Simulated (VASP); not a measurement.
# Bi (C2/m) in VASP: notebook

Aim: see how the results for Bi move with the level of theory and the settings. Levels: BLYP, revPBE, PBE, LDA. Tasks: single point.

Program: VASP 6.6.1. These are calculated values, not measurements. Logs are shortened: lines on timing, memory, paths and dates and some standing lists are left out, and cuts for length are marked.

### Step 1. The cell of the first run

Symmetry: C2/m, No. 12, monoclinic system. Conventional cell: a = 6.977 Å, b = 6.265 Å, c = 3.359 Å, α = 90.00°, β = 112.04°, γ = 90.00°. Within 4.2 Å of Bi (site symmetry m) lie 9 Bi at 3.21 to 3.99 Å.

### Step 2. Single point, BLYP

File INCAR:

```
PREC     = Accurate       # precision mode
ENCUT    = 500            # plane-wave cutoff, eV
EDIFF    = 1E-6           # SCF threshold, eV
ISMEAR   = 1              # smearing method
SIGMA    = 0.27211386245988 # smearing width, eV
LREAL    = False          # projectors in reciprocal space
LASPH    = True           # aspherical terms in the spheres
NELM     = 120            # most SCF steps
ALGO     = Normal         # electronic algorithm
ISIF     = 2              # what is computed and relaxed
LWAVE    = False          # write WAVECAR
LCHARG   = False          # write CHGCAR
GGA      = B5             # functional
ALDAX    = 1.0          
AGGAX    = 1.0          
AGGAC    = 1.0          
ALDAC    = 0.0          
NELECT   = 31.0         
ISYM     = 0            
NBANDS   = 22             # bands
GGA_COMPAT= False
```

File KPOINTS:

```
Automatic mesh
0
Gamma
  1 3 2
```

File POSCAR:

```
Bi
1.0
    3.4885980000     -3.1325780000      0.0000000000
    3.4885980000      3.1325780000      0.0000000000
   -1.2602350000      0.0000000000      3.1135500000
Bi
2
Direct
    0.2469390000      0.2469390000      0.1426180000
    0.7530610000      0.7530610000      0.8573820000
```

Potentials or basis: VASP PAW PBE potentials, release 64 (Bi_d).

Launch:

```console
cat potpaw_PBE.64/Bi_d/POTCAR > POTCAR
mpirun -np 1 vasp_std > vasp.out
```

OUTCAR:

```text
PREC = Accurate
   ENCUT = 500
   EDIFF = 1E-6
   ISMEAR = 1
   LREAL = False
   LASPH = True
   NELM = 120
   ISIF = 2
   GGA = B5
   NELECT = 31.0
   ISYM = 0

 ion  position               nearest neighbor table
   1  0.247  0.247  0.143-   2 3.21   2 3.28   2 3.28   2 3.45
   2  0.753  0.753  0.857-   1 3.21   1 3.28   1 3.28   1 3.45

IMPORTANT INFORMATION: All symmetrisations will be switched off!
NOSYMM: (Re-)initialisation of all symmetry stuff for point group C_1.

----------------------------------------------------------------------------------------

                                     Primitive cell

  volume of cell :      68.0517

  direct lattice vectors                    reciprocal lattice vectors
     3.488598000 -3.132578000  0.000000000     0.143324052 -0.159612945  0.058011590
     3.488598000  3.132578000  0.000000000     0.143324052  0.159612945  0.058011590
    -1.260235000  0.000000000  3.113550000     0.000000000  0.000000000  0.321176792

  length of vectors
     4.688641694  4.688641694  3.358926295     0.222223807  0.222223807  0.321176792

  position of ions in fractional coordinates (direct lattice)
     0.246939000  0.246939000  0.142618000
     0.753061000  0.753061000  0.857382000

  ion indices of the primitive-cell ions
   primitive index   ion index
                 1           1
                 2           2

----------------------------------------------------------------------------------------

 KPOINTS: Automatic mesh

Automatic generation of k-mesh.
 Grid dimensions read from file:
 generate k-points for:    1    3    2

 Generating k-lattice:

  Cartesian coordinates                     Fractional coordinates (reciprocal lattice)
     0.143324052 -0.159612945  0.058011590     1.000000000  0.000000000  0.000000000
     0.047774684  0.053204315  0.019337197     0.000000000  0.333333333 -0.000000000
     0.000000000  0.000000000  0.160588396     0.000000000  0.000000000  0.500000000

  Length of vectors
     0.222223807  0.074074602  0.160588396

  Shift w.r.t. Gamma in fractional coordinates (k-lattice)
     0.000000000  0.000000000  0.000000000

 -----------------------------------------------------------------------------
|                                                                             |
|           W    W    AA    RRRRR   N    N  II  N    N   GGGG   !!!           |
|           W    W   A  A   R    R  NN   N  II  NN   N  G    G  !!!           |
|           W    W  A    A  R    R  N N  N  II  N N  N  G       !!!           |
|           W WW W  AAAAAA  RRRRR   N  N N  II  N  N N  G  GGG   !            |
|           WW  WW  A    A  R   R   N   NN  II  N   NN  G    G                |
|           W    W  A    A  R    R  N    N  II  N    N   GGGG   !!!           |
|                                                                             |
|     Your reciprocal lattice and k-lattice belong to different lattice       |
|     classes:                                                                |
|                                                                             |
|        The reciprocal lattice is base-centered monoclinic,                  |
|        whereas your k-lattice is triclinic.                                 |
|                                                                             |
|     Results are often still useful ...                                      |
|                                                                             |
 -----------------------------------------------------------------------------

 WARNING: IBZKPT: internal override: KBLOWUP is changed to .FALSE.
      ... skipping the blow-up phase ...

 Subroutine IBZKPT returns following result:
 ===========================================

 Found      4 irreducible k-points:

 Following reciprocal coordinates:
            Coordinates               Weight
  0.000000  0.000000  0.000000      1.000000
  0.000000  0.333333  0.000000      2.000000
  0.000000  0.000000  0.500000      1.000000
  0.000000  0.333333  0.500000      2.000000
   k-points           NKPTS =      4   k-points in BZ     NKDIM =      4   number of bands    NBANDS=     22
   number of dos      NEDOS =    301   number of ions     NIONS =      2
   total plane-waves  NPLWV =  31104
   dimension x,y,z NGX =    36 NGY =   36 NGZ =   24
   dimension x,y,z NGXF=    72 NGYF=   72 NGZF=   48
   ions per type =               2
   NGX,Y,Z   is equivalent  to a cutoff of  12.76, 12.76, 11.88 a.u.
   NGXF,Y,Z  is equivalent  to a cutoff of  25.53, 25.53, 23.76 a.u.
 SYSTEM =  unknown system
   PREC   = accura    normal or accurate (medium, high low for compatibility)
   ISTART =      0    job   : 0-new  1-cont  2-samecut
   ICHARG =      2    charge: 1-file 2-atom 10-const
   ISPIN  =      1    spin polarized calculation?
   LNONCOLLINEAR =      F non collinear calculations
   LSORBIT =      F    spin-orbit coupling
[... 38 lines left out ...]
 maximum number of plane-waves:      1737
 NGX is ok and might be reduce to    36
   NGX = 17   NGY = 17   NGZ = 13

 number of electron      30.9999993 magnetization

 Free energy of the ion-electron system (eV)
  ---------------------------------------------------
  ext. energy  EPLUGINS =         0.00000000
  ---------------------------------------------------
  free energy    TOTEN  =         2.37200148 eV

  energy without entropy =        2.37523488  energy(sigma->0) =        2.37307928

 E-fermi :   8.2019     XC(G=0):  -9.3776

 val. band max:        8.0313915027   @ k =   0.0000   0.3333   0.0000
 cond. band min:       8.3208030678   @ k =   0.0000   0.0000   0.5000
 fundamental gap:      0.2894115652
 Fermi energy:         8.2018540062

 k-point     1 :       0.0000    0.0000    0.0000
  band No.  band energies     occupation
      1     -15.4199      2.00000
      2     -15.3590      2.00000
      3     -15.3062      2.00000
      4     -15.2329      2.00000
      5     -15.2260      2.00000
      6     -15.2011      2.00000
      7     -15.1897      2.00000
      8     -15.1501      2.00000
      9     -15.0574      2.00000
     10     -14.9601      2.00000
     11      -5.8685      2.00000
     12      -1.9132      2.00000
     13       4.1966      2.00000
     14       4.3267      2.00000
     15      10.0632     -0.00000
     16      10.1745     -0.00000
     17      10.8800     -0.00000
     18      11.2392     -0.00000
     19      11.3696     -0.00000
     20      14.1491      0.00000
     21      15.5256      0.00000
     22      15.9493      0.00000

 k-point     2 :       0.0000    0.3333    0.0000
  band No.  band energies     occupation
      1     -15.4186      2.00000
      2     -15.3687      2.00000
      3     -15.2668      2.00000
      4     -15.2330      2.00000
      5     -15.1936      2.00000
      6     -15.1915      2.00000
      7     -15.1724      2.00000
      8     -15.1311      2.00000
      9     -15.0937      2.00000
     10     -15.0295      2.00000
     11      -5.1581      2.00000
     12      -3.2853      2.00000
     13       5.1565      2.00000
     14       5.2704      2.00000
     15       7.5635      2.00448
     16       8.0314      1.86305
     17      10.6434     -0.00000
     18      11.6778     -0.00000
     19      12.9114     -0.00000
     20      15.0789      0.00000
     21      16.3386      0.00000
     22      17.4609      0.00000

 k-point     3 :       0.0000    0.0000    0.5000
  band No.  band energies     occupation
      1     -15.3178      2.00000
      2     -15.3104      2.00000
      3     -15.2554      2.00000
      4     -15.2322      2.00000
      5     -15.2197      2.00000
      6     -15.1852      2.00000
      7     -15.1759      2.00000
      8     -15.1264      2.00000
      9     -15.0805      2.00000
     10     -15.0037      2.00000
     11      -3.5055      2.00000
     12      -1.7471      2.00000
     13       3.2338      2.00000
     14       4.6338      2.00000
     15       5.6581      2.00000
     16       8.3208      0.33272
     17       8.6023     -0.05780
     18       8.7835     -0.01001
     19      13.3588     -0.00000
     20      13.9704      0.00000
     21      14.6376      0.00000
     22      14.7232      0.00000

 k-point     4 :       0.0000    0.3333    0.5000
  band No.  band energies     occupation
      1     -15.3308      2.00000
      2     -15.2960      2.00000
      3     -15.2663      2.00000
      4     -15.2612      2.00000
      5     -15.2514      2.00000
      6     -15.1723      2.00000
      7     -15.1255      2.00000
      8     -15.0996      2.00000
      9     -15.0888      2.00000
     10     -15.0127      2.00000
     11      -3.3161      2.00000
     12      -1.7684      2.00000
     13       2.7934      2.00000
     14       4.3425      2.00000
     15       5.7110      2.00000
     16       7.2563      2.00001
     17       9.4843     -0.00000
     18       9.7228     -0.00000
     19      12.9976     -0.00000
     20      13.2461     -0.00000
     21      14.7881      0.00000
     22      15.4516      0.00000

------------------------ aborting loop because EDIFF is reached ----------------------------------------

  FORCE on cell =-STRESS in cart. coord.  units (eV):
  Direction    XX          YY          ZZ          XY          YZ          ZX
  --------------------------------------------------------------------------------------
  -------------------------------------------------------------------------------------
  Total       19.3930318     23.3133310      3.5604513     -9.2174971      1.7040843      3.0962303
  in kB      456.5807855    548.8785408     83.8256586   -217.0125901     40.1201907     72.8962487
  external PRESSURE =     363.0949950 kB  Pullay stress =       0.0000000 kB

 VOLUME and BASIS-vectors are now :
 -----------------------------------------------------------------------------
  energy-cutoff  :      500.00
  volume of cell :       68.05
      direct lattice vectors                 reciprocal lattice vectors
     3.488598000 -3.132578000  0.000000000     0.143324052 -0.159612945  0.058011590
     3.488598000  3.132578000  0.000000000     0.143324052  0.159612945  0.058011590
    -1.260235000  0.000000000  3.113550000     0.000000000  0.000000000  0.321176792

 POSITION                                       TOTAL-FORCE (eV/Angst)
 -----------------------------------------------------------------------------------
      1.54321      0.00000      0.44405         0.438255      0.429564     -0.160180
      4.17375      0.00000      2.66950        -0.438255     -0.429564      0.160180
 -----------------------------------------------------------------------------------
    total drift:                                0.000062      0.000006     -0.000003

  FREE ENERGIE OF THE ION-ELECTRON SYSTEM (eV)
  ---------------------------------------------------
  free  energy   TOTEN  =         2.3720014823 eV

  energy  without entropy=        2.3752348771  energy(sigma->0) =        2.37307928
```

Wall time 14 s (1 thread of Intel Xeon Platinum 8488C (Sapphire Rapids), shared host); peak memory 0.16 GiB.

What came out:

- Free energy: 2.3720 eV
- Largest force: 0.634 eV/Å

Forces on the atoms (eV/Å):
```
Bi   0.438  0.430 -0.160
Bi  -0.438 -0.430  0.160
```

Levels at points of the mesh, in eV from the Fermi level:
```csv
k point,band 13,band 14,band 15,band 16,band 17,band 18
"(0.00, 0.00, 0.00)",-4.01,-3.88,1.86,1.97,2.68,3.04
"(0.00, 0.00, 0.50)",-4.97,-3.57,-2.54,0.12,0.40,0.58
```

Caveat: the k points lie up to 1.40 Å⁻¹ apart; the cell carries a net charge on a neutralising background, which shifts energy and pressure; the cell is charged against a uniform background, so pressure and absolute levels hang on convention; the PAW data sets were made with another functional, which shifts forces and pressure a little; spin-orbit coupling is left out, which moves the levels of the heavy elements.

(Part 1 of 2 ends here.)
